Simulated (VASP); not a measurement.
# Cr (Im-3m) in VASP: a series of runs

The runs below take Cr through single point, with LDA, PBEsol+D3(BJ).

All numbers are computed with VASP 6.6.1; they aren't measurements. Logs are shortened: lines on timing, memory, paths and dates and some standing lists are left out, and cuts for length are marked.

## 1. The cell of the first run

It takes space group Im-3m (No. 229, cubic). The conventional cell has a = 3.008 Å, b = 3.008 Å, c = 3.008 Å, α = 90.00°, β = 90.00°, γ = 90.00°. Within 3.4 Å of Cr (site symmetry m-3m) lie 14 Cr at 2.60 to 3.01 Å.

## 2. Single point, LDA, collinear spin, ferromagnetic start (volume scaled by 1.04)

Contents of INCAR:

```
PREC     = Accurate       # precision mode
ENCUT    = 520            # plane-wave cutoff, eV
EDIFF    = 1E-6           # SCF threshold, eV
ISMEAR   = -1             # smearing method
SIGMA    = 0.05           # smearing width, eV
LREAL    = F              # projectors in reciprocal space
LASPH    = T              # aspherical terms in the spheres
NELM     = 150            # most SCF steps
ALGO     = Normal         # electronic algorithm
ISIF     = 2              # what is computed and relaxed
LWAVE    = F              # write WAVECAR
LCHARG   = T              # write CHGCAR
ISPIN    = 2              # spin polarisation
MAGMOM   = 3              # initial moments
LORBIT   = 11             # projections on sites
LMAXMIX  = 4              # l up to which the mixer works
LELF     = T              # ELF
LVHAR    = T            
NBANDS   = 16             # bands
```

Contents of KPOINTS:

```
Automatic mesh
0
Gamma
  12 12 12
```

Contents of POSCAR:

```
Cr
1.0
   -1.5039841504      1.5039841504      1.5039841504
    1.5039841504     -1.5039841504      1.5039841504
    1.5039841504      1.5039841504     -1.5039841504
Cr
1
Direct
    0.0000000000      0.0000000000      0.0000000000
```

Potentials or basis: VASP PAW LDA potentials, release 64 (Cr_pv).

Launch:

```
cat potpaw_LDA.64/Cr_pv/POTCAR > POTCAR
mpirun -np 1 vasp_std > vasp.out
```

OUTCAR:

```text
PREC = Accurate
   ENCUT = 520
   EDIFF = 1E-6
   ISMEAR = -1
   LREAL = F
   LASPH = T
   NELM = 150
   ISIF = 2
   ISPIN = 2
   LORBIT = 11

 ion  position               nearest neighbor table
   1  0.000  0.000  0.000-

  LATTYP: Found a body centered cubic cell.
 ALAT       =     3.0079683008

  Lattice vectors:

 A1 = (  -1.5039841504,   1.5039841504,   1.5039841504)
 A2 = (   1.5039841504,  -1.5039841504,   1.5039841504)
 A3 = (   1.5039841504,   1.5039841504,  -1.5039841504)

Analysis of symmetry for initial positions (statically):
=====================================================================
 Subroutine PRICEL returns:
 Original cell was already a primitive cell.

 Routine SETGRP: Setting up the symmetry group for a
 body centered cubic supercell.

 Subroutine GETGRP returns: Found 48 space group operations
 (whereof 48 operations were pure point group operations)
 out of a pool of 48 trial point group operations.

The static configuration has the point symmetry O_h .

Analysis of symmetry for dynamics (positions and initial velocities):
=====================================================================
 Subroutine PRICEL returns:
 Original cell was already a primitive cell.

 Routine SETGRP: Setting up the symmetry group for a
 body centered cubic supercell.

 Subroutine GETGRP returns: Found 48 space group operations
 (whereof 48 operations were pure point group operations)
 out of a pool of 48 trial point group operations.

The dynamic configuration has the point symmetry O_h .

Analysis of structural, dynamic, and magnetic symmetry:
=====================================================================
 Subroutine PRICEL returns:
 Original cell was already a primitive cell.

 Routine SETGRP: Setting up the symmetry group for a
 body centered cubic supercell.

 Subroutine GETGRP returns: Found 48 space group operations
 (whereof 48 operations were pure point group operations)
 out of a pool of 48 trial point group operations.

The overall configuration has the point symmetry O_h .

 Subroutine INISYM returns: Found 48 space group operations
 (whereof 48 operations are pure point group operations),
 and found     1 'primitive' translations

----------------------------------------------------------------------------------------

                                     Primitive cell

[... 102 lines left out ...]
   EFERMI =   0.00;   METHOD = LEGACY
   ISMEAR =    -1;   SIGMA  =   0.05  broadening in eV -4-tet -1-fermi 0-gaus
   EFERMI_NEDOS =   21; number of points for ismear=-14 and -15
   IALGO  =     38    algorithm
   IMIX   =      4    mixing-type and parameters
     AMIX     =   0.40;   BMIX     =  1.00
     AMIX_MAG =   1.60;   BMIX_MAG =  1.00
  volume/ion in A,a.u.               =      13.61        91.83
  Fermi-wavevector in a.u.,A,eV,Ry     =   1.569900  2.966681 33.532728  2.464586
  Thomas-Fermi vector in A             =   2.671714
   LORBIT       =     11    0 simple, 1 ext, 2 COOP (PROOUT), +10 PAW based schemes
   GGA     = CA    functional components
   LHFCALC =     F    Hartree Fock is set to
   AEXX    =    0.0000 exact exchange contribution
   IVDW    =     0    specifies the selected vdW correction
   LEPSILON=     F    determine dielectric tensor
   LRPA    =     F    only Hartree local field effects (RPA)
 spin polarized calculation
  energy-cutoff  :      520.00
  volume of cell :       13.61
 maximum number of plane-waves:       380
   NGX =  9   NGY =  9   NGZ =  9

 number of electron      11.9999988 magnetization       0.0000133

 number of electron      11.9999988 magnetization      -0.0000695

 Free energy of the ion-electron system (eV)
  ---------------------------------------------------
  ext. energy  EPLUGINS =         0.00000000
  ---------------------------------------------------
  free energy    TOTEN  =       -10.18915952 eV

  energy without entropy =      -10.18283792  energy(sigma->0) =      -10.18599872

 E-fermi :   8.5672     XC(G=0): -13.0647

 val. band max:        8.5134293728   @ k =   0.1667   0.0000   0.0000
 cond. band min:       8.6093556684   @ k =   0.4167   0.0833   0.0000
 fundamental gap:      0.0959262956
 Fermi energy:         8.5672197907

 spin component 1

 k-point     1 :       0.0000    0.0000    0.0000
  band No.  band energies     occupation
      1     -33.9087      1.00000
      2     -33.9087      1.00000
      3     -33.9087      1.00000
      4       1.4250      1.00000
      5       7.8775      1.00000
      6       7.8775      1.00000
[... 435 lines left out ...]
      5       6.5836      1.00000
      6       8.3970      0.96785
[... 8 lines left out ...]
     15      36.8829      0.00000
     16      38.4778      0.00000

 [... further k-points ...]

 spin component 2

 k-point     1 :       0.0000    0.0000    0.0000
  band No.  band energies     occupation
      1     -33.9087      1.00000
      2     -33.9087      1.00000
      3     -33.9087      1.00000
      4       1.4250      1.00000
      5       7.8775      1.00000
      6       7.8775      1.00000
[... 435 lines left out ...]
      5       6.5835      1.00000
      6       8.3970      0.96786
[... 8 lines left out ...]
     15      36.8829      0.00000
     16      38.4777      0.00000

 [... further k-points ...]

------------------------ aborting loop because EDIFF is reached ----------------------------------------

  FORCE on cell =-STRESS in cart. coord.  units (eV):
  Direction    XX          YY          ZZ          XY          YZ          ZX
  --------------------------------------------------------------------------------------
  -------------------------------------------------------------------------------------
  Total       -3.5775020     -3.5775020     -3.5775020      0.0000000     -0.0000000      0.0000000
  in kB     -421.2119640   -421.2119640   -421.2119640      0.0000000     -0.0000000      0.0000000
  external PRESSURE =    -421.2119640 kB  Pullay stress =       0.0000000 kB

 VOLUME and BASIS-vectors are now :
 -----------------------------------------------------------------------------
  energy-cutoff  :      520.00
  volume of cell :       13.61
      direct lattice vectors                 reciprocal lattice vectors
    -1.503984150  1.503984150  1.503984150     0.000000000  0.332450312  0.332450312
     1.503984150 -1.503984150  1.503984150     0.332450312  0.000000000  0.332450312
     1.503984150  1.503984150 -1.503984150     0.332450312  0.332450312  0.000000000

 POSITION                                       TOTAL-FORCE (eV/Angst)
 -----------------------------------------------------------------------------------
      0.00000      0.00000      0.00000         0.000000      0.000000     -0.000000
 -----------------------------------------------------------------------------------
    total drift:                                0.000000     -0.000000      0.000000

  FREE ENERGIE OF THE ION-ELECTRON SYSTEM (eV)
  ---------------------------------------------------
  free  energy   TOTEN  =       -10.1891595188 eV

  energy  without entropy=      -10.1828379193  energy(sigma->0) =      -10.18599872

 total charge

# of ion       s       p       d       tot
------------------------------------------
    1        0.378   6.302   4.083  10.763

 magnetization (x)

# of ion       s       p       d       tot
------------------------------------------
    1        0.000  -0.000  -0.000  -0.000
```

stdout:

```text
POSCAR found type information on POSCAR Cr
 POSCAR found :  1 types and       1 ions
 scaLAPACK will be used
 LDA part: xc-table for (Slater(with rela. corr.)+CA(PZ))
 , standard interpolation
 POSCAR, INCAR and KPOINTS ok, starting setup
 FFT: planning ... GRIDC
 FFT: planning ... GRID_SOFT
 FFT: planning ... GRID
 WAVECAR not read
 entering main loop
```

Run time: 23 s. Hardware: 1 thread of Intel Xeon Platinum 8259CL at 2.50GHz (Skylake/Cascade Lake), shared host; peak memory 0.13 GiB.

What came out:

- Free energy: -10.1892 eV
- Pressure: -42.1 GPa
- Band gap on the k mesh: zero (filled and empty bands overlap)
- Net moment: 0.00 μB per cell
- Valence electrons inside the program's atomic spheres: Cr 10.76

Levels at points of the mesh, in eV from the Fermi level:
Spin up:
| k point | band 2 | band 3 | band 4 | band 5 | band 6 | band 7 | band 8 | band 9 | band 10 | band 11 |
| --- | --- | --- | --- | --- | --- | --- | --- | --- | --- | --- |
| (0.00, 0.00, 0.00) | -42.48 | -42.48 | -7.14 | -0.69 | -0.69 | -0.69 | 0.91 | 0.91 | 5.31 | 21.11 |
| (0.50, 0.00, 0.00) | -42.66 | -42.48 | -3.65 | -1.92 | 0.90 | 0.92 | 1.15 | 2.31 | 5.31 | 8.18 |
| (0.50, 0.50, 0.50) | -42.87 | -42.87 | -3.41 | -3.41 | 2.00 | 2.00 | 2.00 | 5.31 | 9.28 | 9.28 |
Spin down:
```tsv
k point	band 3	band 4	band 5	band 6	band 7	band 8	band 9	band 10
(0.00, 0.00, 0.00)	-42.48	-7.14	-0.69	-0.69	-0.69	0.91	0.91	5.31
(0.50, 0.00, 0.00)	-42.48	-3.65	-1.92	0.90	0.92	1.15	2.31	5.31
(0.50, 0.50, 0.50)	-42.87	-3.41	-3.41	2.00	2.00	2.00	5.31	9.28
```

Caveat: the starting moments collapsed, and a magnetic state may lie lower.

[end of part 1 of 2]
